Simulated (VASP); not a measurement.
YS, 2 atoms in the cell. It takes space group Fm-3m (No. 225, cubic). The conventional cell has a = 5.524 Å, b = 5.524 Å, c = 5.524 Å, α = 90.00°, β = 90.00°, γ = 90.00°. Within 3.6 Å of Y (site symmetry m-3m) lie 6 S at 2.76 Å. Within 3.6 Å of S (site symmetry m-3m) lie 6 Y at 2.76 Å. 

- Program: VASP 6.6.1
- Task: relaxation of cell and atoms
- Functional: r2SCAN
- Potentials or basis: VASP PAW PBE potentials, release 64 (Y_sv, S)
- Cutoff: 600 eV
- k mesh: 6 × 6 × 6
- Occupations: fermi-dirac, width 0.05 eV
- Spin: no spin polarisation
- Dipole correction: no
- Further INCAR settings: ALGO = Normal; EDIFF = 1e-06; IBRION = 2; EDIFFG = -0.01; NSW = 60; ISIF = 3

Potentials or basis: VASP PAW PBE potentials, release 64 (Y_sv, S).

Run with:

```sh
$ cat potpaw_PBE.64/Y_sv/POTCAR potpaw_PBE.64/S/POTCAR > POTCAR
$ cp INCAR.step1 INCAR
$ mpirun -np 1 vasp_std > vasp.out
$ cp INCAR.step2 INCAR
$ mpirun -np 1 vasp_std > vasp.out
```

Hardware: 1 thread of AMD EPYC 9R45 96-Core Processor (Zen 5), with other jobs on the host.

Task: How long does it take, and how much memory?

Result: Wall time 26 s on 1 thread of AMD EPYC 9R45 96-Core Processor (Zen 5) (shared host), peak memory 0.17 GiB. Counts: k points 16, ion steps 1.
